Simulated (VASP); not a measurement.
# SiO2 (Cmce) in VASP: notebook

The runs below take SiO2 through single point, with LDA.

Program: VASP 6.6.1. These are calculated values, not measurements. Logs are shortened: lines on timing, memory, paths and dates and some standing lists are left out, and cuts for length are marked.

## Step 1: The cell of the first run

The structure is orthorhombic, space group Cmce (No. 64). The conventional cell has a = 9.016 Å, b = 10.255 Å, c = 8.993 Å, α = 90.00°, β = 90.00°, γ = 90.00°. Within 2.1 Å of Si (site symmetry 1) lie 4 O at 1.60 to 1.61 Å. O (site symmetry 2) has 2 Si at 1.60 Å within 2.1 Å. O (site symmetry 2) has 2 Si at 1.60 Å within 2.1 Å. O (site symmetry m) has 2 Si at 1.61 Å within 2.1 Å. O (site symmetry -1) has 2 Si at 1.60 Å within 2.1 Å.

## Step 2: Single point, LDA

INCAR

```
SYSTEM = SiO2
PREC = Accurate ; ENCUT = 520
EDIFF = 1E-6 ; ISMEAR = 0
SIGMA = 0.02 ; LREAL = Auto
LASPH = .TRUE. ; NELM = 80
ALGO = Normal ; ISIF = 2
LWAVE = .FALSE. ; LCHARG = .FALSE.
NBANDS = 82
```

KPOINTS

```
Automatic mesh
0
G
  4 4 4
  0 0 0
```

POSCAR

```
SiO2
1.0
    4.5081384210     -5.1273102223      0.0000000000
    4.5081384210      5.1273102223      0.0000000000
    0.0000000000      0.0000000000      8.9926986000
Si O
8 16
Direct
    0.3068768900      0.0393005300      0.9095200200
    0.4606994700      0.1931231100      0.5904799800
    0.0393005300      0.3068768900      0.0904799800
    0.1931231100      0.4606994700      0.4095200200
    0.9606994700      0.6931231100      0.9095200200
    0.6931231100      0.9606994700      0.0904799800
    0.8068768900      0.5393005300      0.5904799800
    0.5393005300      0.8068768900      0.4095200200
    0.8078162300      0.8078162300      0.0000000000
    0.6320975800      0.8679024200      0.2500000000
    0.6921837700      0.6921837700      0.5000000000
    0.3331422500      0.6668577500      0.3870059400
    0.1320975800      0.3679024200      0.2500000000
    0.8679024200      0.6320975800      0.7500000000
    0.1921837700      0.1921837700      0.0000000000
    0.3679024200      0.1320975800      0.7500000000
    0.0000000000      0.5000000000      0.0000000000
    0.1668577500      0.8331422500      0.8870059400
    0.6668577500      0.3331422500      0.6129940600
    0.8331422500      0.1668577500      0.1129940600
    0.3078162300      0.3078162300      0.5000000000
    0.5000000000      0.0000000000      0.0000000000
    0.0000000000      0.5000000000      0.5000000000
    0.5000000000      0.0000000000      0.5000000000
```

Potentials or basis: VASP PAW LDA potentials, release 64 (Si, O).

Command:

```
$ cat potpaw_LDA.64/Si/POTCAR potpaw_LDA.64/O/POTCAR > POTCAR
$ mpirun -np 1 vasp_std > vasp.out
```

OUTCAR:

```text
SYSTEM = SiO2
   PREC = Accurate
   ENCUT = 520
   EDIFF = 1E-6
   ISMEAR = 0
   LREAL = Auto
   LASPH = .TRUE.
   NELM = 80
   ISIF = 2

 ion  position               nearest neighbor table
   1  0.307  0.039  0.910-  22 1.60  16 1.60  15 1.60  18 1.61   5 3.12
   2  0.461  0.193  0.590-  24 1.60  16 1.60  21 1.60  19 1.61   7 3.12
   3  0.039  0.307  0.090-  17 1.60  13 1.60  15 1.60  20 1.61   6 3.12
   4  0.193  0.461  0.410-  23 1.60  13 1.60  21 1.60  12 1.61   8 3.12
   5  0.961  0.693  0.910-  17 1.60  14 1.60   9 1.60  18 1.61   1 3.12
   6  0.693  0.961  0.090-  22 1.60  10 1.60   9 1.60  20 1.61   3 3.12
   7  0.807  0.539  0.590-  23 1.60  14 1.60  11 1.60  19 1.61   2 3.12
   8  0.539  0.807  0.410-  24 1.60  10 1.60  11 1.60  12 1.61   4 3.12
   9  0.808  0.808  0.000-   5 1.60   6 1.60
  10  0.632  0.868  0.250-   6 1.60   8 1.60
  11  0.692  0.692  0.500-   7 1.60   8 1.60
  12  0.333  0.667  0.387-   4 1.61   8 1.61
  13  0.132  0.368  0.250-   3 1.60   4 1.60
  14  0.868  0.632  0.750-   5 1.60   7 1.60
[... 8 lines left out ...]
  23  0.000  0.500  0.500-   4 1.60   7 1.60
  24  0.500  0.000  0.500-   2 1.60   8 1.60

  LATTYP: Found a base centered orthorhombic cell.
 ALAT       =     9.0162768420
 B/A-ratio  =     1.1373453394
 C/A-ratio  =     0.9973849248

  Lattice vectors:

 A1 = (   4.5081384210,  -5.1273102223,   0.0000000000)
 A2 = (   4.5081384210,   5.1273102223,   0.0000000000)
 A3 = (   0.0000000000,   0.0000000000,   8.9926986000)

Analysis of symmetry for initial positions (statically):
=====================================================================
 Subroutine PRICEL returns:
 Original cell was already a primitive cell.

 Routine SETGRP: Setting up the symmetry group for a
 base centered orthorhombic supercell.

 Subroutine GETGRP returns: Found  8 space group operations
 (whereof  4 operations were pure point group operations)
 out of a pool of  8 trial point group operations.

The static configuration has the point symmetry C_2h.
 The point group associated with its full space group is D_2h.

Analysis of symmetry for dynamics (positions and initial velocities):
=====================================================================
 Subroutine PRICEL returns:
 Original cell was already a primitive cell.

 Routine SETGRP: Setting up the symmetry group for a
 base centered orthorhombic supercell.

 Subroutine GETGRP returns: Found  8 space group operations
 (whereof  4 operations were pure point group operations)
 out of a pool of  8 trial point group operations.

The dynamic configuration has the point symmetry C_2h.
 The point group associated with its full space group is D_2h.

 Subroutine INISYM returns: Found  8 space group operations
 (whereof  4 operations are pure point group operations),
 and found     1 'primitive' translations

----------------------------------------------------------------------------------------

                                     Primitive cell

  volume of cell :     415.7257

  direct lattice vectors                    reciprocal lattice vectors
     4.508138421 -5.127310222  0.000000000     0.110910525 -0.097517017  0.000000000
     4.508138421  5.127310222  0.000000000     0.110910525  0.097517017  0.000000000
     0.000000000  0.000000000  8.992698600     0.000000000  0.000000000  0.111201325

  length of vectors
     6.827343710  6.827343710  8.992698600     0.147684506  0.147684506  0.111201325

  position of ions in fractional coordinates (direct lattice)
     0.306876890  0.039300530  0.909520020
     0.460699470  0.193123110  0.590479980
     0.039300530  0.306876890  0.090479980
     0.193123110  0.460699470  0.409520020
     0.960699470  0.693123110  0.909520020
     0.693123110  0.960699470  0.090479980
[... 16 lines left out ...]
     0.000000000  0.500000000  0.500000000
     0.500000000  0.000000000  0.500000000

  ion indices of the primitive-cell ions
   primitive index   ion index
                 1           1
                 2           2
                 3           3
                 4           4
                 5           5
                 6           6
[... 16 lines left out ...]
                23          23
                24          24

----------------------------------------------------------------------------------------

 KPOINTS: Automatic mesh

Automatic generation of k-mesh.
 Grid dimensions read from file:
 generate k-points for:    4    4    4

 Generating k-lattice:

  Cartesian coordinates                     Fractional coordinates (reciprocal lattice)
     0.027727631 -0.024379254  0.000000000     0.250000000  0.000000000  0.000000000
     0.027727631  0.024379254  0.000000000     0.000000000  0.250000000  0.000000000
     0.000000000  0.000000000  0.027800331     0.000000000  0.000000000  0.250000000

  Length of vectors
     0.036921126  0.036921126  0.027800331

  Shift w.r.t. Gamma in fractional coordinates (k-lattice)
     0.000000000  0.000000000  0.000000000

 Subroutine IBZKPT returns following result:
 ===========================================

 Found     21 irreducible k-points:

 Following reciprocal coordinates:
            Coordinates               Weight
  0.000000  0.000000  0.000000      1.000000
  0.250000  0.000000  0.000000      4.000000
  0.500000  0.000000  0.000000      2.000000
  0.250000  0.250000  0.000000      2.000000
  0.500000  0.250000  0.000000      4.000000
 -0.250000  0.250000  0.000000      2.000000
[... 13 lines left out ...]
 -0.250000  0.250000  0.500000      2.000000
  0.500000  0.500000  0.500000      1.000000
   k-points           NKPTS =     21   k-points in BZ     NKDIM =     21   number of bands    NBANDS=     82
   number of dos      NEDOS =    301   number of ions     NIONS =     24
   total plane-waves  NPLWV = 204120
   dimension x,y,z NGX =    54 NGY =   54 NGZ =   70
   dimension x,y,z NGXF=   108 NGYF=  108 NGZF=  140
   ions per type =               8  16
   NGX,Y,Z   is equivalent  to a cutoff of  13.15, 13.15, 12.94 a.u.
   NGXF,Y,Z  is equivalent  to a cutoff of  26.30, 26.30, 25.88 a.u.
 SYSTEM =  SiO2
   PREC   = accura    normal or accurate (medium, high low for compatibility)
   ISTART =      0    job   : 0-new  1-cont  2-samecut
   ICHARG =      2    charge: 1-file 2-atom 10-const
   ISPIN  =      1    spin polarized calculation?
   LNONCOLLINEAR =      F non collinear calculations
   LSORBIT =      F    spin-orbit coupling
   LASPH  =      T    aspherical Exc in radial PAW
   ENCUT  =  520.0 eV  38.22 Ry    6.18 a.u.  12.69 12.69 16.72*2*pi/ulx,y,z
   NELM   =     80;   NELMIN=  2; NELMDL= -5     # of ELM steps
   EDIFF  = 0.1E-05   stopping-criterion for ELM
   LREAL  =      T    real-space projection
   EDIFFG = 0.1E-04   stopping-criterion for IOM
   NSW    =      0    number of steps for IOM
   IBRION =     -1    ionic relax: 0-MD 1-quasi-New 2-CG
   NFREE  =      0    steps in history (QN), initial steepest desc. (CG)
   ISIF   =      2    stress and relaxation
   ISYM   =      2    0-nonsym 1-usesym 2-fastsym
   POTIM  = 0.5000    time-step for ionic-motion
   TEBEG  =    0.0;   TEEND  =   0.0 temperature during run
   PSTRESS=    0.0 pullay stress
   NELECT =     128.0000    total number of electrons
   NUPDOWN=      -1.0000    fix difference up-down
   EMIN   =  10.00;   EMAX   =-10.00  energy-range for DOS
   EFERMI =   0.00;   METHOD = LEGACY
   ISMEAR =     0;   SIGMA  =   0.02  broadening in eV -4-tet -1-fermi 0-gaus
   EFERMI_NEDOS =   21; number of points for ismear=-14 and -15
   IALGO  =     38    algorithm
   IMIX   =      4    mixing-type and parameters
     AMIX     =   0.40;   BMIX     =  1.00
     AMIX_MAG =   1.60;   BMIX_MAG =  1.00
  volume/ion in A,a.u.               =      17.32       116.89
  Fermi-wavevector in a.u.,A,eV,Ry     =   1.105459  2.089014 16.626850  1.222039
  Thomas-Fermi vector in A             =   2.241946
   LORBIT       =      0    0 simple, 1 ext, 2 COOP (PROOUT), +10 PAW based schemes
   GGA     = CA    functional components
   LHFCALC =     F    Hartree Fock is set to
   AEXX    =    0.0000 exact exchange contribution
   IVDW    =     0    specifies the selected vdW correction
   LEPSILON=     F    determine dielectric tensor
   LRPA    =     F    only Hartree local field effects (RPA)
 non-spin polarized calculation
 Gauss-broadening in eV      SIGMA  =   0.02
  energy-cutoff  :      520.00
  volume of cell :      415.73
 maximum number of plane-waves:     11226
 NGX is ok and might be reduce to    54
   NGX = 25   NGY = 25   NGZ = 33

 number of electron     128.0000056 magnetization

 Free energy of the ion-electron system (eV)
  ---------------------------------------------------
  ext. energy  EPLUGINS =         0.00000000
  ---------------------------------------------------
  free energy    TOTEN  =      -207.28748581 eV

  energy without entropy =     -207.28748581  energy(sigma->0) =     -207.28748581

 E-fermi :  -1.1511     XC(G=0):  -7.8293

 val. band max:       -1.2862394528   @ k =   0.0000   0.0000   0.0000
 cond. band min:       4.0552006576   @ k =   0.0000   0.0000   0.0000
 fundamental gap:      5.3414401104
 Fermi energy:        -1.1510706775

 k-point     1 :       0.0000    0.0000    0.0000
  band No.  band energies     occupation
      1     -20.5298      2.00000
      2     -20.1202      2.00000
      3     -19.6363      2.00000
      4     -19.6271      2.00000
      5     -19.6190      2.00000
      6     -19.0896      2.00000
[... 68 lines left out ...]
     75       8.0624      0.00000
     76       8.2257      0.00000

 k-point     2 :       0.2500    0.0000    0.0000
  band No.  band energies     occupation
      1     -20.4598      2.00000
      2     -20.1084      2.00000
      3     -19.8443      2.00000
      4     -19.6699      2.00000
      5     -19.5003      2.00000
      6     -19.3083      2.00000
[... 1493 lines left out ...]
 k-point    21 :       0.5000    0.5000    0.5000
  band No.  band energies     occupation
      1     -20.1091      2.00000
      2     -20.1091      2.00000
      3     -19.9187      2.00000
      4     -19.9187      2.00000
      5     -19.6519      2.00000
      6     -19.6519      2.00000
[... 68 lines left out ...]
     75       7.6769      0.00000
     76       7.6769      0.00000
 [bands above 76 left out]

------------------------ aborting loop because EDIFF is reached ----------------------------------------

  FORCE on cell =-STRESS in cart. coord.  units (eV):
  Direction    XX          YY          ZZ          XY          YZ          ZX
  --------------------------------------------------------------------------------------
  -------------------------------------------------------------------------------------
  Total       -2.1739902     -2.2207176     -2.2804156      0.0000000     -0.0000000      0.0000000
  in kB       -8.3784039     -8.5584880     -8.7885599      0.0000000     -0.0000000      0.0000000
  external PRESSURE =      -8.5751506 kB  Pullay stress =       0.0000000 kB

 VOLUME and BASIS-vectors are now :
 -----------------------------------------------------------------------------
  energy-cutoff  :      520.00
  volume of cell :      415.73
      direct lattice vectors                 reciprocal lattice vectors
     4.508138421 -5.127310222  0.000000000     0.110910525 -0.097517017  0.000000000
     4.508138421  5.127310222  0.000000000     0.110910525  0.097517017  0.000000000
     0.000000000  0.000000000  8.992698600     0.000000000  0.000000000  0.111201325

 POSITION                                       TOTAL-FORCE (eV/Angst)
 -----------------------------------------------------------------------------------
      1.56062     -1.37195      8.17904        -0.009905      0.004663      0.005044
      2.94752     -1.37195      5.31001         0.009905      0.004663     -0.005044
      1.56062      1.37195      0.81366        -0.009905     -0.004663     -0.005044
      2.94752      1.37195      3.68269         0.009905     -0.004663      0.005044
      7.45566     -1.37195      8.17904         0.009905      0.004663      0.005044
      7.45566      1.37195      0.81366         0.009905     -0.004663     -0.005044
[... 16 lines left out ...]
      2.25407      2.56366      4.49635         0.000000      0.000000      0.000000
      2.25407     -2.56366      4.49635         0.000000      0.000000      0.000000
 -----------------------------------------------------------------------------------
    total drift:                               -0.000000     -0.000000      0.000000

  FREE ENERGIE OF THE ION-ELECTRON SYSTEM (eV)
  ---------------------------------------------------
  free  energy   TOTEN  =      -207.2874858123 eV

  energy  without entropy=     -207.2874858123  energy(sigma->0) =     -207.28748581
```

Wall time 32 min (1 thread of Intel Xeon 8259CL, shared host); peak memory 0.63 GiB.

Results:

```
Free energy            : -207.2875 eV
Pressure               : -0.9 GPa
Largest force          : 0.039 eV/Å
Band gap on the k mesh : 5.34 eV
```

Forces in eV/Å, atoms in the order of the input:
```
Si  -0.010  0.005  0.005
Si   0.010  0.005 -0.005
Si  -0.010 -0.005 -0.005
Si   0.010 -0.005  0.005
Si   0.010  0.005  0.005
Si   0.010 -0.005 -0.005
Si  -0.010  0.005 -0.005
Si  -0.010 -0.005  0.005
O    0.029  0.000  0.000
O    0.000  0.039  0.000
O   -0.029  0.000  0.000
O    0.000 -0.029  0.021
O    0.000  0.039  0.000
O    0.000 -0.039  0.000
O   -0.029  0.000  0.000
O    0.000 -0.039  0.000
O    0.000  0.000  0.000
O    0.000  0.029  0.021
O    0.000  0.029 -0.021
O    0.000 -0.029 -0.021
O    0.029  0.000  0.000
O    0.000  0.000  0.000
O    0.000  0.000  0.000
O    0.000  0.000  0.000
```

A k mesh can miss the band edges.

## Step 3: Single point, LDA (15.98 Å³/atom)

This run uses another cell than the first one, of 15.98 Å³/atom.

INCAR

```
SYSTEM = SiO2
PREC     = Accurate       ! precision mode
ENCUT    = 520            ! plane-wave cutoff, eV
EDIFF    = 1E-7           ! SCF threshold, eV
ISMEAR   = 0              ! smearing method
SIGMA    = 0.02           ! smearing width, eV
LREAL    = Auto         
LASPH    = .True.         ! aspherical terms in the spheres
NELM     = 80             ! most SCF steps
ALGO     = Normal         ! electronic algorithm
ISIF     = 2              ! what is computed and relaxed
LWAVE    = .False.        ! write WAVECAR
LCHARG   = .False.        ! write CHGCAR
GGA      = CA             ! functional
NBANDS   = 82             ! bands
```

KPOINTS

```
regular mesh
0
Gamma
  4 4 4
  0 0 0
```

POSCAR

```
SiO2
1.0
    4.5106496164     -4.8576214326      0.0000000000
    4.5106496164      4.8576214326      0.0000000000
    0.0000000000      0.0000000000      8.7524808261
Si O
8 16
Direct
    0.3010462688      0.0255199815      0.9034491760
    0.4744800185      0.1989537312      0.5965508240
    0.0255199815      0.3010462688      0.0965508240
    0.1989537312      0.4744800185      0.4034491760
    0.9744800185      0.6989537312      0.9034491760
    0.6989537312      0.9744800185      0.0965508240
    0.8010462688      0.5255199815      0.5965508240
    0.5255199815      0.8010462688      0.4034491760
    0.8484752334      0.8484752334      0.0000000000
    0.6468305623      0.8531694377      0.2500000000
    0.6515247666      0.6515247666      0.5000000000
    0.3061762512      0.6938237488      0.3636558453
    0.1468305623      0.3531694377      0.2500000000
    0.8531694377      0.6468305623      0.7500000000
    0.1515247666      0.1515247666      0.0000000000
    0.3531694377      0.1468305623      0.7500000000
    0.0000000000      0.5000000000      0.0000000000
    0.1938237488      0.8061762512      0.8636558453
    0.6938237488      0.3061762512      0.6363441547
    0.8061762512      0.1938237488      0.1363441547
    0.3484752334      0.3484752334      0.5000000000
    0.5000000000      0.0000000000      0.0000000000
    0.0000000000      0.5000000000      0.5000000000
    0.5000000000      0.0000000000      0.5000000000
```

Potentials or basis: VASP PAW LDA potentials, release 64 (Si, O).

Command:

```
$ cat potpaw_LDA.64/Si/POTCAR potpaw_LDA.64/O/POTCAR > POTCAR
$ mpirun -np 1 vasp_std > vasp.out
```

It took 34 min on 1 thread of Intel Xeon 8259CL, shared host; peak memory 0.55 GiB.

The run converged. Its results:

```
Free energy            : -206.9921 eV
Pressure               : 3.9 GPa
Largest force          : 0.048 eV/Å
Band gap on the k mesh : 5.47 eV
```

Forces in eV/Å, atoms in the order of the input:
```
Si   0.018  0.001  0.000
Si  -0.018  0.001  0.000
Si   0.018 -0.001  0.000
Si  -0.018 -0.001  0.000
Si  -0.018  0.001  0.000
Si  -0.018 -0.001  0.000
Si   0.018  0.001  0.000
Si   0.018 -0.001  0.000
O    0.013  0.000  0.000
O    0.000 -0.012  0.000
O   -0.013  0.000  0.000
O    0.000  0.039 -0.028
O    0.000 -0.012  0.000
O    0.000  0.012  0.000
O   -0.013  0.000  0.000
O    0.000  0.012  0.000
O    0.000  0.000  0.000
O    0.000 -0.039 -0.028
O    0.000 -0.039  0.028
O    0.000  0.039  0.028
O    0.013  0.000  0.000
O    0.000  0.000  0.000
O    0.000  0.000  0.000
O    0.000  0.000  0.000
```

Stress tensor (GPa, compression positive):
```
4.01 0.00 0.00
0.00 3.72 0.00
0.00 0.00 3.84
```

Levels at points of the mesh, in eV from the valence-band top:
| k point | band 62 | band 63 | band 64 | band 65 | band 66 | band 67 |
| --- | --- | --- | --- | --- | --- | --- |
| (0.00, 0.00, 0.00) | -0.65 | -0.10 | 0.00 | 5.47 | 7.83 | 7.84 |
| (0.50, 0.00, 0.00) | -0.54 | -0.31 | -0.31 | 6.70 | 6.70 | 8.35 |
| (0.50, 0.50, 0.00) | -0.49 | -0.07 | -0.02 | 7.38 | 7.60 | 7.67 |
| (0.00, 0.00, 0.50) | -0.39 | -0.24 | -0.24 | 6.22 | 6.22 | 8.62 |
| (0.50, 0.00, 0.50) | -0.40 | -0.37 | -0.37 | 7.19 | 7.19 | 7.33 |
| (0.50, 0.50, 0.50) | -0.33 | -0.28 | -0.28 | 7.81 | 7.81 | 8.01 |

Caveat: the cell stands under pressure. A k mesh can miss the band edges.

[end of part 1 of 2]
